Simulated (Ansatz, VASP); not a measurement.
# Rb in VASP and in Ansatz

File INCAR:

```
SYSTEM = Rb
PREC     = Accurate       ! precision mode
ENCUT    = 520            ! plane-wave cutoff, eV
EDIFF    = 1E-7           ! SCF threshold, eV
ISMEAR   = -1             ! smearing method
SIGMA    = 0.1            ! smearing width, eV
LREAL    = .False.        ! projectors in reciprocal space
LASPH    = .True.         ! aspherical terms in the spheres
NELM     = 100            ! most SCF steps
ALGO     = Normal         ! electronic algorithm
ISIF     = 2              ! what is computed and relaxed
LWAVE    = .False.        ! write WAVECAR
LCHARG   = .True.         ! write CHGCAR
GGA      = PE             ! functional
LELF     = .True.         ! ELF
LVHAR    = .True.       
NBANDS   = 10             ! bands
```

File KPOINTS:

```
regular mesh
0
Gamma
  11 11 11
  0 0 0
```

Contents of POSCAR:

```
Rb
1.0
   -2.8359049291      2.8359049291      2.8359049291
    2.8359049291     -2.8359049291      2.8359049291
    2.8359049291      2.8359049291     -2.8359049291
Rb
1
Direct
    0.0000000000      0.0000000000      0.0000000000
```

Input for Ansatz:

```yaml
crystal:
  lattice:
    - [-2.8359049291, 2.8359049291, 2.8359049291]
    - [2.8359049291, -2.8359049291, 2.8359049291]
    - [2.8359049291, 2.8359049291, -2.8359049291]
  atoms:
    - { symbol: Rb, position: [0.0, 0.0, 0.0] }
hamiltonian:
  xc: pbe
  pseudopotentials:
    kind: paw
    azcp:
      Rb: "pseudopotentials/Rb.paw.azcp"
basis:
  ecutwfc: 420
  fft_grid_basis: typed
kpoints:
  mp_grid: { grid: [11, 11, 11], shift: [0, 0, 0] }
magnetization:
  spin_polarized: false
scf:
  occupations: { method: fermi_dirac, width: 0.1 }
  lower_state_search: "off"
output:
  stress: true
```

Alike in both runs: task single point; functional PBE; k mesh 11 × 11 × 11; occupations fermi-dirac, width 0.1 eV; no spin polarisation.

|  | VASP | Ansatz |
| --- | --- | --- |
| version | VASP 6.6.1 | Ansatz 0.2.0 |
| potentials or method | VASP PAW PBE potentials, release 64 (Rb_sv), cutoff 520 eV | plane waves (420 eV) with PAW, scalar-relativistic |
| valence electrons in the cell | 9 | 9 |

|  | VASP | Ansatz | Ansatz less VASP |
| --- | --- | --- | --- |
| pressure (GPa) | 0.0 | 0.0 | 0.00 |
